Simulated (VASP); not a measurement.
# Tl in VASP: further runs, part 2 of 2

VASP 6.6.1. Earlier steps stand in the parts before.

**3. Single point, PBE**

INCAR reads:

```
PREC = Accurate
ENCUT = 520
EDIFF = 1E-7
ISMEAR = 0
SIGMA = 0.1
LREAL = False
LASPH = True
NELM = 60
ALGO = Normal
ISIF = 2
LWAVE = False
LCHARG = False
LDIPOL = True
IDIPOL = 3
DIPOL = 0.5 0.5 0.500
GGA = PE
NBANDS = 40
```

KPOINTS reads:

```
Automatic mesh
0
Gamma
  12 12 1
```

POSCAR reads:

```
Tl
1.0
    3.6124296590      0.0000000000      0.0000000000
   -1.8062148295      3.1284558541      0.0000000000
    0.0000000000      0.0000000000     26.1305357194
Tl
5
Direct
    0.3333333333      0.6666666667      0.2898399452
    0.6666666667      0.3333333333      0.3961457181
    0.3333333333      0.6666666667      0.4999999976
    0.6666666667      0.3333333333      0.6038542822
    0.3333333333      0.6666666667      0.7101600569
```

Potentials or basis: VASP PAW PBE potentials, release 64 (Tl_d).

Started as:

```bash
$ cat potpaw_PBE.64/Tl_d/POTCAR > POTCAR
$ mpirun -np 1 vasp_std > vasp.out
```

OUTCAR:

```text
PREC = Accurate
   ENCUT = 520
   EDIFF = 1E-7
   ISMEAR = 0
   LREAL = False
   LASPH = True
   NELM = 60
   ISIF = 2
   GGA = PE

 ion  position               nearest neighbor table
   1  0.333  0.667  0.290-   2 3.47   2 3.47   2 3.47
   2  0.667  0.333  0.396-   3 3.42   3 3.42   3 3.42   1 3.47   1 3.47   1 3.47
   3  0.333  0.667  0.500-   2 3.42   2 3.42   2 3.42   4 3.42   4 3.42   4 3.42
   4  0.667  0.333  0.604-   3 3.42   3 3.42   3 3.42   5 3.47   5 3.47   5 3.47
   5  0.333  0.667  0.710-   4 3.47   4 3.47   4 3.47

  LATTYP: Found a hexagonal cell.
 ALAT       =     3.6124296590
 C/A-ratio  =     7.2335071368

  Lattice vectors:

 A1 = (   3.6124296590,   0.0000000000,   0.0000000000)
 A2 = (  -1.8062148295,   3.1284558541,   0.0000000000)
 A3 = (   0.0000000000,   0.0000000000,  26.1305357194)

Analysis of symmetry for initial positions (statically):
=====================================================================
 Subroutine PRICEL returns:
 Original cell was already a primitive cell.

 Routine SETGRP: Setting up the symmetry group for a
 hexagonal supercell.

[... 177 lines left out ...]

 k-point     1 :       0.0000    0.0000    0.0000
  band No.  band energies     occupation
      1     -10.2865      2.00000
      2     -10.2797      2.00000
      3     -10.1756      2.00000
      4     -10.1564      2.00000
      5     -10.1564      2.00000
      6     -10.1554      2.00000
[... 806 lines left out ...]
     39       2.7511      0.00000
     40       3.8658      0.00000

------------------------ aborting loop because EDIFF is reached ----------------------------------------

 vacuum level on the upper side and lower side of the slab       (xc-potential included)        -0.137        -0.137

  FORCE on cell =-STRESS in cart. coord.  units (eV):
  Direction    XX          YY          ZZ          XY          YZ          ZX
  --------------------------------------------------------------------------------------
  -------------------------------------------------------------------------------------
  Total       -0.7032999     -0.7032999     -0.0422827      0.0000000     -0.0000000      0.0000000
  in kB       -3.8156925     -3.8156925     -0.2294013      0.0000000     -0.0000000      0.0000000
  external PRESSURE =      -2.6202621 kB  Pullay stress =       0.0000000 kB

 VOLUME and BASIS-vectors are now :
 -----------------------------------------------------------------------------
  energy-cutoff  :      520.00
  volume of cell :      295.31
      direct lattice vectors                 reciprocal lattice vectors
     3.612429659  0.000000000  0.000000000     0.276821999  0.159823256  0.000000000
    -1.806214830  3.128455854  0.000000000     0.000000000  0.319646511  0.000000000
     0.000000000  0.000000000 26.130535719     0.000000000  0.000000000  0.038269403

 POSITION                                       TOTAL-FORCE (eV/Angst)
 -----------------------------------------------------------------------------------
     -0.00000      2.08564      7.57367         0.000000      0.000000     -0.000371
      1.80621      1.04282     10.35150        -0.000000     -0.000000     -0.003488
     -0.00000      2.08564     13.06527        -0.000000      0.000000      0.000000
      1.80621      1.04282     15.77904         0.000000     -0.000000      0.003488
     -0.00000      2.08564     18.55686         0.000000      0.000000      0.000371
 -----------------------------------------------------------------------------------
    total drift:                                0.000000     -0.000000      0.000000

  FREE ENERGIE OF THE ION-ELECTRON SYSTEM (eV)
  ---------------------------------------------------
  free  energy   TOTEN  =       -10.7474893092 eV

  energy  without entropy=      -10.7361166298  energy(sigma->0) =      -10.74180297

 vacuum level on the upper side and lower side of the slab         4.765         4.765
```

OSZICAR:

```text
N       E                     dE             d eps       ncg     rms          rms(c)
DAV:   1     0.368751551956E+03    0.36875E+03   -0.31548E+04  1608   0.137E+03
DAV:   2     0.119559073443E+01   -0.36756E+03   -0.35739E+03  1688   0.304E+02
DAV:   3    -0.107718294224E+02   -0.11967E+02   -0.11817E+02  1792   0.452E+01
[... 15 lines left out ...]
DAV:  19    -0.107474847904E+02   -0.11087E-04   -0.33356E-07  1112   0.302E-03    0.413E-04
DAV:  20    -0.107474883009E+02   -0.35105E-05   -0.16222E-07  1088   0.649E-04    0.279E-04
DAV:  21    -0.107474890774E+02   -0.77648E-06   -0.28094E-08  1072   0.694E-04    0.768E-05
DAV:  22    -0.107474892907E+02   -0.21326E-06   -0.11177E-08  1008   0.376E-04    0.318E-05
DAV:  23    -0.107474893092E+02   -0.18533E-07   -0.10037E-09  1040   0.175E-04
   1 F= -.10747489E+02 E0= -.10741803E+02  d E =-.113727E-01
```

stdout:

```text
POSCAR found type information on POSCAR Tl
 POSCAR found :  1 types and       5 ions
 scaLAPACK will be used
 LDA part: xc-table for (Slater+PW92), standard interpolation
 POSCAR, INCAR and KPOINTS ok, starting setup
 FFT: planning ... GRIDC
 FFT: planning ... GRID_SOFT
 FFT: planning ... GRID
 WAVECAR not read
 entering main loop
```

It took 2.7 min on 1 thread of Intel Xeon 6975P-C (Granite Rapids), shared host; peak memory 0.46 GiB.

What came out:

```
Free energy            : -10.7475 eV
Largest force          : 0.003 eV/Å
Band gap on the k mesh : zero (an odd number of electrons rules out a gap without spin polarisation)
```

Forces on the atoms (eV/Å):
```
Tl   0.000  0.000  0.000
Tl   0.000  0.000 -0.003
Tl   0.000  0.000  0.000
Tl   0.000  0.000  0.003
Tl   0.000  0.000  0.000
```

Caveat: spin-orbit coupling is left out, which moves the levels of the heavy elements.

**4. Single point, LDA**

INCAR reads:

```
ALGO = Normal ; DIPOL = 0.5 0.5 0.500
EDIFF = 1E-6 ; ENCUT = 520
GGA = CA ; IDIPOL = 3
ISIF = 2 ; ISMEAR = 0
LASPH = True ; LCHARG = False
LDIPOL = True ; LREAL = False
LWAVE = False ; NBANDS = 40
NELM = 100 ; PREC = Accurate
SIGMA = 0.1
```

KPOINTS reads:

```
k-points
0
Gamma
  12 12 1
```

POSCAR reads:

```
Tl
1.0
    3.6124296590      0.0000000000      0.0000000000
   -1.8062148295      3.1284558541      0.0000000000
    0.0000000000      0.0000000000     26.1305357194
Tl
5
Direct
    0.3333333333      0.6666666667      0.2870205219
    0.6666666667      0.3333333333      0.3935102610
    0.3333333333      0.6666666667      0.5000000000
    0.6666666667      0.3333333333      0.6064897390
    0.3333333333      0.6666666667      0.7129794781
```

Potentials or basis: VASP PAW LDA potentials, release 64 (Tl_d).

Started as:

```bash
$ cat potpaw_LDA.64/Tl_d/POTCAR > POTCAR
$ mpirun -np 1 vasp_std > vasp.out
```

It took 2.8 min on 1 thread of Intel Xeon 6975P-C (Granite Rapids), shared host; peak memory 0.38 GiB.

It converged, with:

```yaml
Free_energy: -13.6981 eV
Largest_force: 0.310 eV/Å
Band_gap_on_the_k_mesh: zero (an odd number of electrons rules out a gap without spin polarisation)
```

Forces on the atoms (eV/Å):
```
Tl   0.000  0.000  0.310
Tl   0.000  0.000  0.069
Tl   0.000  0.000  0.000
Tl   0.000  0.000 -0.069
Tl   0.000  0.000 -0.310
```

Levels at points of the mesh, in eV from the Fermi level:
```tsv
k point	band 30	band 31	band 32	band 33	band 34	band 35
(0.00, 0.00, 0.00)	-5.53	-1.83	-0.29	1.69	3.19	4.08
(0.50, 0.00, 0.00)	-4.56	-1.93	-1.84	-1.15	-0.91	0.17
```

Caveat: spin-orbit coupling is left out, which moves the levels of the heavy elements.

**5. Single point, PBE**

INCAR reads:

```
SYSTEM = Tl
  PREC = Accurate
  ENCUT = 520
  EDIFF = 1E-6
  ISMEAR = 0
  SIGMA = 0.1
  LREAL = .FALSE.
  LASPH = .TRUE.
  NELM = 80
  ALGO = Normal
  ISIF = 2
  LWAVE = .FALSE.
  LCHARG = .FALSE.
  LDIPOL = .TRUE.
  IDIPOL = 3
  DIPOL = 0.5 0.5 0.500
  GGA = PE
  EFIELD = -0.1
  NBANDS = 40
```

KPOINTS reads:

```
Automatic mesh
0
G
  12 12 1
  0 0 0
```

POSCAR is that of step 4.

Potentials or basis: VASP PAW PBE potentials, release 64 (Tl_d).

Started as:

```bash
$ cat potpaw_PBE.64/Tl_d/POTCAR > POTCAR
$ mpirun -np 1 vasp_std > vasp.out
```

It took 2.9 min on 1 thread of Intel Xeon 6975P-C (Granite Rapids), shared host; peak memory 0.46 GiB.

The run converged. Its results:

* Free energy: -10.7469 eV
* Largest force: 0.070 eV/Å
* Band gap on the k mesh: zero (an odd number of electrons rules out a gap without spin polarisation)

Forces in eV/Å, atoms in the order of the input:
```
Tl   0.000  0.000  0.007
Tl   0.000  0.000  0.067
Tl   0.000  0.000  0.001
Tl   0.000  0.000 -0.070
Tl   0.000  0.000 -0.005
```

Levels at points of the mesh, in eV from the Fermi level:
```csv
k point,band 29,band 30,band 31,band 32,band 33,band 34,band 35,band 36
"(0.00, 0.00, 0.00)",-6.81,-5.53,-1.84,-0.30,1.65,2.87,3.76,4.05
"(0.50, 0.00, 0.00)",-4.60,-4.56,-1.93,-1.84,-1.15,-0.91,0.18,1.81
```

Caveat: spin-orbit coupling is left out, which moves the levels of the heavy elements.

**6. Summary**

| level | potentials or basis | cell | electric field (eV/Å) | gap on the mesh (eV) | largest force (eV/Å) |
| --- | --- | --- | --- | --- | --- |
| PBE | VASP PAW PBE potentials, release 64 (Tl_d) | as given, atomic positions A | - | none | 0.07 |
| PBE | VASP PAW PBE potentials, release 64 (Tl_d) | as given, atomic positions B | - | none | - |
| LDA | VASP PAW LDA potentials, release 64 (Tl_d) | as given, atomic positions A | - | none | 0.31 |
| PBE | VASP PAW PBE potentials, release 64 (Tl_d) | as given, atomic positions A | -0.1 eV/Å | none | 0.07 |

Alike in all rows: task single point; no spin polarisation; k mesh 12 × 12 × 1; cutoff (eV) 520; smearing gaussian 0.1 eV.

Caveats: spin-orbit coupling is left out, which moves the levels of the heavy elements.

Absolute energies hang on the potentials; compare differences alone.
